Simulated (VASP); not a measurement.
The system is Re.

```
CELL_PARAMETERS angstrom
2.58049 0.00000 0.00000
0.00000 2.58049 0.00000
0.00000 0.00000 2.58049
ATOMIC_POSITIONS crystal
Re 0.00000 0.00000 0.00000
```

Base run:

| Quantity | Value |
| --- | --- |
| Program | VASP 6.6.1 |
| Functional | PBE |
| Potentials or basis | VASP PAW PBE potentials, release 64 (Re) |
| Cutoff | 520 eV |
| k mesh | 14 × 14 × 14 |
| Occupations | fermi-dirac, width 0.1 eV |
| Spin | no spin polarisation |

Its results: pressure -1.6 GPa.

Problem. The run is repeated on the same cell with these changes: potentials or basis from VASP PAW PBE potentials, release 64 (Re) to VASP PAW PBE potentials, release 64 (Re_sv_GW); cutoff from 520 eV to 500 eV; further incar settings from ALGO = Normal; EDIFF = 1e-06; NBANDS = 10 to ALGO = Normal; EDIFF = 1e-06; NBANDS = 14; valence electrons from 7 to 15. What comes out?

Solution. Pressure -2.6 GPa.
